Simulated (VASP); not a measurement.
# Al (I4/mmm) in VASP: a series of runs, part 3 of 3

VASP 6.6.1.

## 6. Single point, LDA (15.78 Å³/atom)

This run uses another cell than the first one, of 15.78 Å³/atom.

Contents of INCAR:

```
PREC = Accurate
ENCUT = 520
EDIFF = 1E-7
ISMEAR = 0
SIGMA = 0.15
LREAL = F
LASPH = T
NELM = 100
ALGO = Normal
ISIF = 2
LWAVE = F
LCHARG = F
GGA = CA
NBANDS = 8
```

Contents of KPOINTS:

```
regular mesh
0
Gamma
  22 22 22
```

Contents of POSCAR:

```
Al
1.0
   -1.6609638916      1.6609638916      1.4304221035
    1.6609638916     -1.6609638916      1.4304221035
    1.6609638916      1.6609638916     -1.4304221035
Al
1
Direct
    0.0000000000      0.0000000000      0.0000000000
```

Potentials or basis: VASP PAW LDA potentials, release 64 (Al).

On the command line:

```sh
$ cat potpaw_LDA.64/Al/POTCAR > POTCAR
$ mpirun -np 1 vasp_std > vasp.out
```

OUTCAR:

```text
PREC = Accurate
   ENCUT = 520
   EDIFF = 1E-7
   ISMEAR = 0
   LREAL = F
   LASPH = T
   NELM = 100
   ISIF = 2
   GGA = CA

 ion  position               nearest neighbor table
   1  0.000  0.000  0.000-

  LATTYP: Found a body centered tetragonal cell.
 ALAT       =     3.3219277832
 C/A-ratio  =     0.8612000000

  Lattice vectors:

 A1 = (  -1.6609638916,   1.6609638916,   1.4304221035)
 A2 = (   1.6609638916,  -1.6609638916,   1.4304221035)
 A3 = (   1.6609638916,   1.6609638916,  -1.4304221035)

Analysis of symmetry for initial positions (statically):
=====================================================================
 Subroutine PRICEL returns:
 Original cell was already a primitive cell.

 Routine SETGRP: Setting up the symmetry group for a
 body centered tetragonal supercell.

 Subroutine GETGRP returns: Found 16 space group operations
 (whereof 16 operations were pure point group operations)
 out of a pool of 16 trial point group operations.

The static configuration has the point symmetry D_4h.

Analysis of symmetry for dynamics (positions and initial velocities):
=====================================================================
 Subroutine PRICEL returns:
 Original cell was already a primitive cell.

 Routine SETGRP: Setting up the symmetry group for a
 body centered tetragonal supercell.

 Subroutine GETGRP returns: Found 16 space group operations
 (whereof 16 operations were pure point group operations)
 out of a pool of 16 trial point group operations.

The dynamic configuration has the point symmetry D_4h.

 Subroutine INISYM returns: Found 16 space group operations
 (whereof 16 operations are pure point group operations),
 and found     1 'primitive' translations

----------------------------------------------------------------------------------------

                                     Primitive cell

  volume of cell :      15.7850

  direct lattice vectors                    reciprocal lattice vectors
    -1.660963892  1.660963892  1.430422103     0.000000000  0.301030024  0.349547171
     1.660963892 -1.660963892  1.430422103     0.301030024  0.000000000  0.349547171
     1.660963892  1.660963892 -1.430422103     0.301030024  0.301030024  0.000000000

  length of vectors
     2.750219899  2.750219899  2.750219899     0.461304997  0.461304997  0.425720742

  position of ions in fractional coordinates (direct lattice)
     0.000000000  0.000000000  0.000000000

  ion indices of the primitive-cell ions
   primitive index   ion index
                 1           1

----------------------------------------------------------------------------------------

 KPOINTS: regular mesh

Automatic generation of k-mesh.
 Grid dimensions read from file:
 generate k-points for:   22   22   22

 Generating k-lattice:

  Cartesian coordinates                     Fractional coordinates (reciprocal lattice)
     0.000000000  0.013683183  0.015888508     0.045454545  0.000000000 -0.000000000
     0.013683183  0.000000000  0.015888508     0.000000000  0.045454545 -0.000000000
     0.013683183  0.013683183  0.000000000     0.000000000  0.000000000  0.045454545

  Length of vectors
     0.020968409  0.020968409  0.019350943

  Shift w.r.t. Gamma in fractional coordinates (k-lattice)
     0.000000000  0.000000000  0.000000000

 Subroutine IBZKPT returns following result:
 ===========================================

 Found    834 irreducible k-points:

 Following reciprocal coordinates:
            Coordinates               Weight
  0.000000  0.000000  0.000000      1.000000
  0.045455  0.000000  0.000000      8.000000
  0.090909  0.000000  0.000000      8.000000
  0.136364  0.000000  0.000000      8.000000
  0.181818  0.000000  0.000000      8.000000
  0.227273  0.000000 -0.000000      8.000000
[... 16 lines left out ...]
  0.500000  0.045455  0.000000     16.000000
 -0.454545  0.045455  0.000000     16.000000
 [... further k-points ...]
   k-points           NKPTS =    834   k-points in BZ     NKDIM =    834   number of bands    NBANDS=      8
   number of dos      NEDOS =    301   number of ions     NIONS =      1
   total plane-waves  NPLWV =   8000
   dimension x,y,z NGX =    20 NGY =   20 NGZ =   20
   dimension x,y,z NGXF=    40 NGYF=   40 NGZF=   40
   ions per type =               1
   NGX,Y,Z   is equivalent  to a cutoff of  12.09, 12.09, 12.09 a.u.
   NGXF,Y,Z  is equivalent  to a cutoff of  24.18, 24.18, 24.18 a.u.
 SYSTEM =  unknown system
   PREC   = accura    normal or accurate (medium, high low for compatibility)
   ISTART =      0    job   : 0-new  1-cont  2-samecut
   ICHARG =      2    charge: 1-file 2-atom 10-const
   ISPIN  =      1    spin polarized calculation?
   LNONCOLLINEAR =      F non collinear calculations
   LSORBIT =      F    spin-orbit coupling
   LASPH  =      T    aspherical Exc in radial PAW
   ENCUT  =  520.0 eV  38.22 Ry    6.18 a.u.   5.11  5.11  5.11*2*pi/ulx,y,z
   NELM   =    100;   NELMIN=  2; NELMDL= -5     # of ELM steps
   EDIFF  = 0.1E-06   stopping-criterion for ELM
   LREAL  =      F    real-space projection
   EDIFFG = 0.1E-05   stopping-criterion for IOM
   NSW    =      0    number of steps for IOM
   IBRION =     -1    ionic relax: 0-MD 1-quasi-New 2-CG
   NFREE  =      0    steps in history (QN), initial steepest desc. (CG)
   ISIF   =      2    stress and relaxation
   ISYM   =      2    0-nonsym 1-usesym 2-fastsym
   POTIM  = 0.5000    time-step for ionic-motion
   TEBEG  =    0.0;   TEEND  =   0.0 temperature during run
   PSTRESS=    0.0 pullay stress
   NELECT =       3.0000    total number of electrons
   NUPDOWN=      -1.0000    fix difference up-down
   EMIN   =  10.00;   EMAX   =-10.00  energy-range for DOS
   EFERMI =   0.00;   METHOD = LEGACY
   ISMEAR =     0;   SIGMA  =   0.15  broadening in eV -4-tet -1-fermi 0-gaus
   EFERMI_NEDOS =   21; number of points for ismear=-14 and -15
   IALGO  =     38    algorithm
   IMIX   =      4    mixing-type and parameters
     AMIX     =   0.40;   BMIX     =  1.00
     AMIX_MAG =   1.60;   BMIX_MAG =  1.00
  volume/ion in A,a.u.               =      15.78       106.52
  Fermi-wavevector in a.u.,A,eV,Ry     =   0.941240  1.778686 12.053847  0.885933
  Thomas-Fermi vector in A             =   2.068731
   LORBIT       =      0    0 simple, 1 ext, 2 COOP (PROOUT), +10 PAW based schemes
   GGA     = CA    functional components
   LHFCALC =     F    Hartree Fock is set to
   AEXX    =    0.0000 exact exchange contribution
   IVDW    =     0    specifies the selected vdW correction
   LEPSILON=     F    determine dielectric tensor
   LRPA    =     F    only Hartree local field effects (RPA)
 non-spin polarized calculation
 Gauss-broadening in eV      SIGMA  =   0.15
  energy-cutoff  :      520.00
  volume of cell :       15.78
 maximum number of plane-waves:       442
   NGX = 11   NGY = 11   NGZ = 11

 number of electron       3.0000000 magnetization

 Free energy of the ion-electron system (eV)
  ---------------------------------------------------
  ext. energy  EPLUGINS =         0.00000000
  ---------------------------------------------------
  free energy    TOTEN  =        -4.10853955 eV

  energy without entropy =       -4.10365876  energy(sigma->0) =       -4.10609916

 E-fermi :   8.2530     XC(G=0): -10.5082

 val. band max:        8.2351159031   @ k =  -0.1818   0.4545   0.1364
 cond. band min:       8.2651272566   @ k =  -0.2727  -0.3636   0.0455
 fundamental gap:      0.0300113534
 Fermi energy:         8.2529679915

 k-point     1 :       0.0000    0.0000    0.0000
  band No.  band energies     occupation
      1      -3.1519      2.00000
      2      19.5008      0.00000
      3      21.8634      0.00000
      4      21.8634      0.00000
      5      22.7048      0.00000
      6      23.3215      0.00000
      7      23.3215      0.00000
      8      24.8212      0.00000
[... 243 lines left out ...]
 k-point    24 :      -0.4545    0.0455    0.0000
  band No.  band energies     occupation
      1       2.5251      2.00000
      2       6.8735      2.00000
      3      14.6132      0.00000
      4      16.4465      0.00000
      5      17.7663      0.00000
      6      20.3445      0.00000
      7      28.5716      0.00000
      8      30.9285      0.00000

 [... further k-points ...]

------------------------ aborting loop because EDIFF is reached ----------------------------------------

  FORCE on cell =-STRESS in cart. coord.  units (eV):
  Direction    XX          YY          ZZ          XY          YZ          ZX
  --------------------------------------------------------------------------------------
  -------------------------------------------------------------------------------------
  Total        0.2857479      0.2857479      0.0971129      0.0000000      0.0000000      0.0000000
  in kB       29.0034118     29.0034118      9.8569590      0.0000000      0.0000000      0.0000000
  external PRESSURE =      22.6212609 kB  Pullay stress =       0.0000000 kB

 VOLUME and BASIS-vectors are now :
 -----------------------------------------------------------------------------
  energy-cutoff  :      520.00
  volume of cell :       15.78
      direct lattice vectors                 reciprocal lattice vectors
    -1.660963892  1.660963892  1.430422103     0.000000000  0.301030024  0.349547171
     1.660963892 -1.660963892  1.430422103     0.301030024  0.000000000  0.349547171
     1.660963892  1.660963892 -1.430422103     0.301030024  0.301030024  0.000000000

 POSITION                                       TOTAL-FORCE (eV/Angst)
 -----------------------------------------------------------------------------------
      0.00000      0.00000      0.00000        -0.000000      0.000000      0.000000
 -----------------------------------------------------------------------------------
    total drift:                                0.000000     -0.000000      0.000000

  FREE ENERGIE OF THE ION-ELECTRON SYSTEM (eV)
  ---------------------------------------------------
  free  energy   TOTEN  =        -4.1085395529 eV

  energy  without entropy=       -4.1036587620  energy(sigma->0) =       -4.10609916
```

OSZICAR:

```text
N       E                     dE             d eps       ncg     rms          rms(c)
DAV:   1    -0.269370235105E+01   -0.26937E+01   -0.90709E+02 13472   0.208E+02
DAV:   2    -0.413246241095E+01   -0.14388E+01   -0.13866E+01 18752   0.193E+01
DAV:   3    -0.413902907716E+01   -0.65667E-02   -0.65627E-02 16160   0.142E+00
DAV:   4    -0.413903937940E+01   -0.10302E-04   -0.10302E-04 20504   0.545E-02
DAV:   5    -0.413903939283E+01   -0.13427E-07   -0.13936E-07 16440   0.110E-03    0.141E+00
DAV:   6    -0.412039031813E+01    0.18649E-01   -0.26914E-03 15976   0.199E-01    0.786E-01
DAV:   7    -0.410856737039E+01    0.11823E-01   -0.66510E-03 16104   0.308E-01    0.161E-01
DAV:   8    -0.410853967797E+01    0.27692E-04   -0.27729E-05 19312   0.320E-02    0.124E-02
DAV:   9    -0.410853956214E+01    0.11583E-06   -0.15067E-07 17208   0.203E-03    0.935E-04
DAV:  10    -0.410853955287E+01    0.92678E-08   -0.50429E-09 17016   0.352E-04
   1 F= -.41085396E+01 E0= -.41060992E+01  d E =-.488079E-02
```

stdout:

```text
POSCAR found type information on POSCAR Al
 POSCAR found :  1 types and       1 ions
 scaLAPACK will be used
 LDA part: xc-table for (Slater(with rela. corr.)+CA(PZ))
 , standard interpolation
 POSCAR, INCAR and KPOINTS ok, starting setup
 FFT: planning ... GRIDC
 FFT: planning ... GRID_SOFT
 FFT: planning ... GRID
 WAVECAR not read
 entering main loop
```

Wall time 2.1 min (1 thread of AMD EPYC, shared host); peak memory 0.15 GiB.

What came out:

```
Free energy            : -4.1085 eV
Pressure               : 2.3 GPa
Band gap on the k mesh : zero (an odd number of electrons rules out a gap without spin polarisation)
```

## 7. Single point, LDA (15.79 Å³/atom)

This run uses another cell than the first one, of 15.79 Å³/atom.

Contents of INCAR:

```
SYSTEM = Al
PREC     = Accurate       ! precision mode
ENCUT    = 520            ! plane-wave cutoff, eV
EDIFF    = 1E-6           ! SCF threshold, eV
ISMEAR   = 0              ! smearing method
SIGMA    = 0.15           ! smearing width, eV
LREAL    = .FALSE.        ! projectors in reciprocal space
LASPH    = .TRUE.         ! aspherical terms in the spheres
NELM     = 60             ! most SCF steps
ALGO     = Fast           ! electronic algorithm
ISIF     = 2              ! what is computed and relaxed
LWAVE    = .FALSE.        ! write WAVECAR
LCHARG   = .FALSE.        ! write CHGCAR
NBANDS   = 8              ! bands
```

Contents of KPOINTS:

```
regular mesh
0
G
  22 22 22
  0 0 0
```

Contents of POSCAR:

```
Al
1.0
   -1.3608683135      1.3608683135      2.1308476052
    1.3608683135     -1.3608683135      2.1308476052
    1.3608683135      1.3608683135     -2.1308476052
Al
1
Direct
    0.0000000000      0.0000000000      0.0000000000
```

On the command line:

```sh
$ cat potpaw_LDA.64/Al/POTCAR > POTCAR
$ mpirun -np 1 vasp_std > vasp.out
```

Wall time 3.4 min (1 thread of AMD EPYC, shared host); peak memory 0.16 GiB.

The run converged. Its results:

```
Free energy            : -4.1727 eV
Pressure               : 1.0 GPa
Band gap on the k mesh : zero (an odd number of electrons rules out a gap without spin polarisation)
```

Stress tensor (GPa, compression positive):
```
 3.21  0.00  0.00
 0.00  3.21  0.00
 0.00  0.00 -3.37
```

Levels at points of the mesh, in eV from the Fermi level:
| k point | band 1 | band 2 | band 3 | band 4 | band 5 | band 6 |
| --- | --- | --- | --- | --- | --- | --- |
| (0.00, 0.00, 0.00) | -11.40 | 12.15 | 13.35 | 13.35 | 14.46 | 14.46 |
| (0.50, 0.00, 0.00) | -4.70 | -4.41 | 10.03 | 10.26 | 12.87 | 13.09 |
| (0.50, 0.50, 0.00) | -2.47 | -0.90 | 4.84 | 5.04 | 5.59 | 8.76 |
| (0.50, 0.50, 0.50) | -3.90 | -3.00 | 6.13 | 7.08 | 7.08 | 10.68 |

Caveat: the stress differs along the axes, from -3 to 3 GPa.

## 8. Overview

```csv
cell,gap on the mesh (eV),pressure (GPa)
"a = 2.725 Å, angles 105.7, 105.7, 117.3°, 1 atom",none,4.8
"a = 2.715 Å, angles 107.5, 107.5, 113.5°, 1 atom",none,4.6
"a = 2.744 Å, angles 116.0, 116.0, 97.0°, 1 atom",none,3.6
"a = 2.715 Å, angles 111.6, 111.6, 105.4°, 1 atom",none,4.5
"a = 2.750 Å, angles 105.7, 105.7, 117.3°, 1 atom",none,2.3
"a = 2.871 Å, angles 123.4, 123.4, 84.2°, 1 atom",none,1.0
```

Alike in all rows: task single point; level LDA; potentials or basis VASP PAW LDA potentials, release 64 (Al); no spin polarisation; k mesh 22 × 22 × 22; cutoff (eV) 520; smearing gaussian 0.15 eV.

Caveats: the cell stands under pressure (at least some runs); the stress differs along the axes, from 1 to 8 GPa (at least some runs); the stress differs along the axes, from -3 to 3 GPa (at least some runs).

Absolute energies hang on the potentials; compare differences alone.

The gap in the log of VASP goes by the Fermi energy; the results here count the filled bands.